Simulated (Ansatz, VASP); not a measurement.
## Two plane-wave programs on AlGa3N4

INCAR

```
SYSTEM = AlGa3N4
  PREC = Accurate
  ENCUT = 520
  EDIFF = 1E-6
  ISMEAR = 0
  SIGMA = 0.05
  LREAL = .False.
  LASPH = .True.
  NELM = 100
  ALGO = Normal
  ISIF = 2
  LWAVE = .False.
  LCHARG = .True.
  LELF = .True.
  LVHAR = .True.
  NBANDS = 41
```

Contents of KPOINTS:

```
regular mesh
0
Gamma
  6 6 6
  0 0 0
```

File POSCAR:

```
AlGa3N4
1.0
    4.6680114532     -0.2741237669     -0.2741237669
   -0.2741237669      4.6680114532     -0.2741237669
   -0.2741237669     -0.2741237669      4.6680114532
Al Ga N
1 3 4
Direct
    0.0000000000      0.0000000000      0.0000000000
    0.5000000000      0.5000000000      0.0000000000
    0.5000000000      0.0000000000      0.5000000000
    0.0000000000      0.5000000000      0.5000000000
    0.7548078379      0.7548078379      0.2451921621
    0.7548078379      0.2451921621      0.7548078379
    0.2451921621      0.7548078379      0.7548078379
    0.2451921621      0.2451921621      0.2451921621
```

Input for Ansatz:

```yaml
crystal:
  lattice:
    - [4.6680114532, -0.2741237669, -0.2741237669]
    - [-0.2741237669, 4.6680114532, -0.2741237669]
    - [-0.2741237669, -0.2741237669, 4.6680114532]
  atoms:
    - { symbol: Al, position: [0.0, 0.0, 0.0] }
    - { symbol: Ga, position: [0.5, 0.5, 0.0] }
    - { symbol: Ga, position: [0.5, 0.0, 0.5] }
    - { symbol: Ga, position: [0.0, 0.5, 0.5] }
    - { symbol: "N", position: [0.7548078379, 0.7548078379, 0.2451921621] }
    - { symbol: "N", position: [0.7548078379, 0.2451921621, 0.7548078379] }
    - { symbol: "N", position: [0.2451921621, 0.7548078379, 0.7548078379] }
    - { symbol: "N", position: [0.2451921621, 0.2451921621, 0.2451921621] }
basis:
  ecutwfc: 520.0
kpoints:
  mp_grid: { grid: [6, 6, 6] }
hamiltonian:
  xc: lda
  pseudopotentials: { kind: paw, azcp: { folder: soft_1 } }
scf:
  occupations: { method: gaussian, width: 0.05 }
output:
  forces: true
  stress: true
  eigenvalues: true
```

Alike in both runs: task single point; functional LDA; k mesh 6 × 6 × 6; occupations gaussian, width 0.05 eV; no spin polarisation.

```csv
,VASP,Ansatz
version,VASP 6.6.1,Ansatz 0.2.0
potentials or method,"VASP PAW LDA potentials, release 64 (Al, Ga_d, N), cutoff 520 eV","scalar-relativistic, plane waves, PAW"
valence electrons in the cell,62,62
```

Ansatz gave:

- gap on the k mesh at the Fermi level (eV): 0.95
- least direct gap on the mesh (eV): 0.95
- pressure (GPa): -14.3
- traceless stress, the component that is largest in VASP (GPa): 19.17
- rms of the force components (eV/Å): 1.151

**Question.** Which values does VASP return?

**Answer.** gap on the k mesh at the Fermi level (eV): 0.95; least direct gap on the mesh (eV): 0.95; pressure (GPa): -13.7; traceless stress, the component that is largest in VASP (GPa): 19.47; rms of the force components (eV/Å): 1.193.

Ansatz warns that its potentials were made for another functional, while VASP's fit it. LDA's correlation is that of Perdew and Zunger in VASP and of Perdew and Wang (1992) in Ansatz. Atom by atom the forces differ by 0.043 eV/Å (rms over components).
